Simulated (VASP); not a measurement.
Zn2Sn5N:

```
CELL_PARAMETERS angstrom
5.83417 0.00000 0.00000
0.00000 5.83417 0.00000
0.00000 0.00000 5.76271
ATOMIC_POSITIONS crystal
Zn 0.50000 0.50000 0.00000
Zn 0.00000 0.00000 0.50000
Sn 0.71299 0.00000 0.50000
Sn 0.28701 0.00000 0.50000
Sn 0.00000 0.28701 0.50000
Sn 0.00000 0.71299 0.50000
Sn 0.00000 0.00000 0.00000
N 0.50000 0.50000 0.50000
```

| Quantity | Value |
| --- | --- |
| Program | VASP 6.6.1 |
| Task | relaxation of cell and atoms |
| Functional | PBE |
| Potentials or basis | VASP PAW PBE potentials, release 64 (Zn, Sn_d, N) |
| Cutoff | 600 eV |
| k mesh | 3 × 3 × 3 |
| Occupations | gaussian, width 0.2 eV |
| Spin | no spin polarisation |

At the start: pressure 93.6 GPa; volume 24.52 Å³/atom.

Task: How do energy, volume and symmetry change on relaxing?

Result: Over 16 steps the energy falls by 5994.9 meV/atom and the volume is 37.63 Å³/atom (+53.5 %); space group P4/mmm (No. 123, to 0.05 Å).

The path:
| step | energy change (eV) | largest force (eV/Å) | pressure (GPa) | volume (Å³) |
| --- | --- | --- | --- | --- |
| 1 | 0.0000 | 48.7029 | 93.63 | 196.15 |
| 2 | -13.1314 | 0.5016 | -23.30 | 816.57 |
| 3 | 58.3647 | 113.6699 | 34.73 | 405.64 |
| 4 | -29.0209 | 1.3858 | -14.64 | 722.29 |
| 5 | -35.9816 | 0.5320 | -9.40 | 641.23 |
| 6 | -41.8623 | 1.2406 | -4.36 | 516.65 |
| 7 | -41.5561 | 3.7264 | -2.71 | 491.78 |
| 8 | -41.8879 | 2.0481 | -3.76 | 505.75 |
| 9 | -44.7956 | 1.7654 | -3.83 | 419.71 |
| 10 | -43.5904 | 3.9018 | 19.93 | 220.21 |
| 11 | -46.4868 | 2.0776 | -2.69 | 356.30 |
| 12 | -47.7339 | 0.9222 | 1.62 | 282.95 |
| 13 | -47.7456 | 1.0889 | 1.01 | 288.13 |
| 14 | -47.9409 | 0.1891 | 0.64 | 293.46 |
| 15 | -47.9415 | 0.1256 | 0.64 | 293.19 |
| 16 | -47.9596 | 0.0089 | -0.18 | 301.07 |

Final structure:
```
Zn Sn N
1.0
     7.99648    0.00000    0.00000
     0.00000    7.99648    0.00000
     0.00000    0.00000    4.70841
Zn Sn N
2 5 1
Direct
  0.50000 0.50000 0.00000
  0.00000 0.00000 0.50000
  0.32318 0.00000 0.50000
  0.67682 0.00000 0.50000
  0.00000 0.67682 0.50000
  0.00000 0.32318 0.50000
  0.00000 0.00000 0.00000
  0.50000 0.50000 0.50000
```

Caveat: the k points lie up to 0.44 Å⁻¹ apart in the final cell; the volume moved by over 15 % at a fixed basis, so the end points are rough; the relaxation stopped at a loose force limit of 0.08 eV/Å, so its end isn't a converged minimum.
